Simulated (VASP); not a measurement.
TiPt3: single point with PBE

TiPt3:

```
Ti Pt
1.0
     3.89700    0.00000    0.00000
     0.00000    3.89700    0.00000
     0.00000    0.00000    3.89700
Ti Pt
1 3
Direct
  0.00000 0.00000 0.00000
  0.00000 0.50000 0.50000
  0.50000 0.00000 0.50000
  0.50000 0.50000 0.00000
```

* Program: VASP 6.6.1
* Task: single point
* Functional: PBE
* Potentials or basis: VASP PAW PBE potentials, release 64 (Ti_sv, Pt)
* Cutoff: 520 eV
* k mesh: 6 × 6 × 6
* Occupations: gaussian, width 0.05 eV
* Spin: non-collinear spin, zero start, spin-orbit coupling
* Starting moments: [[0.0, 0.0, 0.0], [0.0, 0.0, 0.0], [0.0, 0.0, 0.0], [0.0, 0.0, 0.0]] μB

The pressure is 9.7 GPa. The net moment is 0.00 μB per cell and the valence electrons inside the program's atomic spheres are Ti 10.18; Pt 9.46.

Moments on the atoms (μB; x, y, z):
```
Ti  0.00 0.00 0.00
Pt  0.00 0.00 0.00
Pt  0.00 0.00 0.00
Pt  0.00 0.00 0.00
```

It took 5.3 min on 1 thread of AMD EPYC 7R13, on a shared host, peak memory 0.3 GiB.
